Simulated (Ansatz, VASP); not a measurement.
**Na: VASP beside Ansatz**

```xyz
2
Lattice="3.8069 0.0377 -0.0032 -1.8708 3.3157 0.0031 -0.0052 0.0030 6.2701" Properties=species:S:1:pos:R:3 pbc="T T T"
Na   -0.0178    2.2458    1.6103
Na    1.9487    1.1105    4.6599
```

Alike in both runs: task single point; functional PBE; k mesh 12 × 12 × 6; occupations gaussian, width 0.1 eV; no spin polarisation.

```csv
,VASP,Ansatz
version,VASP 6.6.1,Ansatz 0.2.0
potentials or method,"VASP PAW PBE potentials, release 64 (Na_pv), cutoff 520 eV","scalar-relativistic, plane waves, PAW"
valence electrons in the cell,14,18
```

```tsv
	VASP	Ansatz	Ansatz less VASP
gap on the k mesh at the Fermi level (eV)	none	none	-
pressure (GPa)	-0.5	-0.5	+0.01
rms of the force components (eV/Å)	0.028	0.028	+0.0002
```

Atom by atom the forces differ by 0.000 eV/Å (rms over components). A gap of «none» marks a metal or a gap that the smearing closes. VASP's potentials hold 14 valence electrons a cell and Ansatz's 18, so a difference there can come from the potentials and not from the codes. Ansatz's warnings: near symmetry operations not taken.
